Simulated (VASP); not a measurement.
A run of VASP 6.6.1 is set up as follows.

INCAR

```
SYSTEM = ZnRe
PREC = Accurate ; ENCUT = 520
EDIFF = 1E-6 ; ISMEAR = -1
SIGMA = 0.05 ; LREAL = .False.
LASPH = .True. ; NELM = 80
ALGO = Fast ; ISIF = 2
LWAVE = .False. ; LCHARG = .False.
GGA = PE ; NBANDS = 16
```

File KPOINTS:

```
regular mesh
0
Gamma
  11 11 6
  0 0 0
```

The input POSCAR:

```
ZnRe
1.0
    2.7433521705      0.0000000000      0.0000000000
   -1.3716760852      2.3758126712      0.0000000000
    0.0000000000      0.0000000000      4.4778028480
Re Zn
1 1
Direct
    0.3333333333      0.6666666667      0.5000000000
    0.0000000000      0.0000000000      0.0000000000
```

Potentials or basis: VASP PAW PBE potentials, release 64 (Re, Zn).

Launch:

```sh
$ cat potpaw_PBE.64/Re/POTCAR potpaw_PBE.64/Zn/POTCAR > POTCAR
$ mpirun -np 1 vasp_std > vasp.out
```

Q: Predict the pressure.

A: 0.1 GPa.

Stress tensor (GPa, compression positive):
```
-0.08  0.00  0.00
 0.00 -0.08  0.00
 0.00  0.00  0.35
```
